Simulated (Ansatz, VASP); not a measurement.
# Two plane-wave programs on NaH

```
CELL_PARAMETERS angstrom
0.00000 2.45616 2.45616
2.45616 0.00000 2.45616
2.45616 2.45616 0.00000
ATOMIC_POSITIONS crystal
Na 0.00000 0.00000 0.00000
H 0.50000 0.50000 0.50000
```

Change from the starting cell: volume scaled by 1.02, PAW files.

Alike in both runs: task electric field gradients; functional PBE; k mesh 9 × 9 × 9; occupations fermi-dirac, width 0.03 eV; no spin polarisation.

```csv
,VASP,Ansatz
version,VASP 6.6.1,Ansatz 0.2.0
potentials or method,"VASP PAW PBE potentials, release 64 (Na_pv, H)","PAW with Ansatz's default frozen-core files, scalar-relativistic"
plane-wave cutoff (eV),520,420
valence electrons in the cell,8,10
```

```tsv
	VASP	Ansatz	Ansatz less VASP
gap on the k mesh at the Fermi level (eV)	3.97	3.97	+0.001
pressure (GPa)	-1.1	-1.0	+0.04
```

With one functional, cell and mesh, what is left measures potentials, basis and numerics. VASP's potentials hold 8 valence electrons a cell and Ansatz's 10, so a difference there can come from the potentials and not from the codes.
